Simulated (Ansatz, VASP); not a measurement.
## AlNi: VASP beside Ansatz

```
Al Ni
1.0
     2.00029   -2.00032    0.00000
     2.00029    2.00032    0.00000
     0.00000    0.00000    2.83964
Al Ni
1 1
Cartesian
  0.0000 0.0000 0.0000
  2.0003 0.0000 1.4198
```

Alike in both runs: functional LDA; k mesh 16 × 16 × 14; occupations gaussian, width 0.1 eV; no spin polarisation.

Ansatz relaxed the structure, and its values are those at the end. VASP's run is a single point on that final structure, the one shown.

|  | VASP | Ansatz |
| --- | --- | --- |
| version | VASP 6.6.1 | Ansatz 0.2.0 |
| potentials or method | VASP PAW LDA potentials, release 64 (Al, Ni), cutoff 520 eV | scalar-relativistic, plane waves, PAW |
| valence electrons in the cell | 13 | 21 |

VASP gave:

```
gap on the k mesh at the Fermi level (eV) : none
pressure (GPa)                            : 0.3
```

Task: What did Ansatz give for the same quantities?

Result: gap on the k mesh at the Fermi level (eV): none; pressure (GPa): 0.0.

LDA's correlation is that of Perdew and Zunger in VASP and of Perdew and Wang (1992) in Ansatz. A gap of «none» marks a metal or a gap that the smearing closes. VASP's potentials hold 13 valence electrons a cell and Ansatz's 21, so a difference there can come from the potentials and not from the codes.
